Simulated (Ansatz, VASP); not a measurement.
**SrCl2 in VASP and in Ansatz**

File INCAR:

```
PREC = Accurate
ENCUT = 520
EDIFF = 1E-7
ISMEAR = -1
SIGMA = 0.01
LREAL = False
LASPH = True
NELM = 100
ALGO = Normal
ISIF = 2
LWAVE = False
LCHARG = True
GGA = CA
LELF = True
LVHAR = True
NBANDS = 19
```

File KPOINTS:

```
regular mesh
0
Gamma
  8 8 8
```

Contents of POSCAR:

```
SrCl2
1.0
    0.0000000000      3.4970798193      3.4970798193
    3.4970798193      0.0000000000      3.4970798193
    3.4970798193      3.4970798193      0.0000000000
Sr Cl
1 2
Direct
    0.0000000000      0.0000000000      0.0000000000
    0.2500000000      0.2500000000      0.2500000000
    0.7500000000      0.7500000000      0.7500000000
```

Input for Ansatz:

```yaml
crystal:
  lattice:
    - [0.0, 3.4970798193, 3.4970798193]
    - [3.4970798193, 0.0, 3.4970798193]
    - [3.4970798193, 3.4970798193, 0.0]
  atoms:
    - { symbol: Sr, position: [0.0, 0.0, 0.0] }
    - { symbol: Cl, position: [0.25, 0.25, 0.25] }
    - { symbol: Cl, position: [0.75, 0.75, 0.75] }
kpoints:
  mp_grid: { grid: [8, 8, 8] }
  band_path:
    path:
      - [0.0, 0.0, 0.0]
      - [0.5, 0.0, 0.5]
      - [0.625, 0.25, 0.625]
      - [0.375, 0.375, 0.75]
      - [0.0, 0.0, 0.0]
      - [0.5, 0.5, 0.5]
      - [0.5, 0.25, 0.75]
      - [0.5, 0.0, 0.5]
    npoints: 5
scf:
  occupations: { method: fermi_dirac, width: 0.01 }
hamiltonian:
  xc: lda
  pseudopotentials: { kind: all_electron, lapw: { basis_error: 0.001 } }
output:
  forces: true
  stress: true
  eigenvalues: true
```

Change from the starting cell: volume scaled by 1.01.

Alike in both runs: task single point; functional LDA; k mesh 8 × 8 × 8; occupations fermi-dirac, width 0.01 eV; no spin polarisation.

```csv
,VASP,Ansatz
version,VASP 6.6.1,Ansatz 0.2.0
potentials or method,"VASP PAW LDA potentials, release 64 (Sr_sv, Cl), cutoff 520 eV","all-electron LAPW, scalar-relativistic"
```

VASP gave:

| Item | Value |
| --- | --- |
| gap on the k mesh at the Fermi level (eV) | 4.86 |
| pressure (GPa) | -3.0 |

Question: What did Ansatz give for the same quantities?

Answer: gap on the k mesh at the Fermi level (eV): 4.85; pressure (GPa): -3.1.

LDA's correlation is that of Perdew and Zunger in VASP and of Perdew and Wang (1992) in Ansatz. Ansatz ran all-electron here, and VASP with PAW potentials.
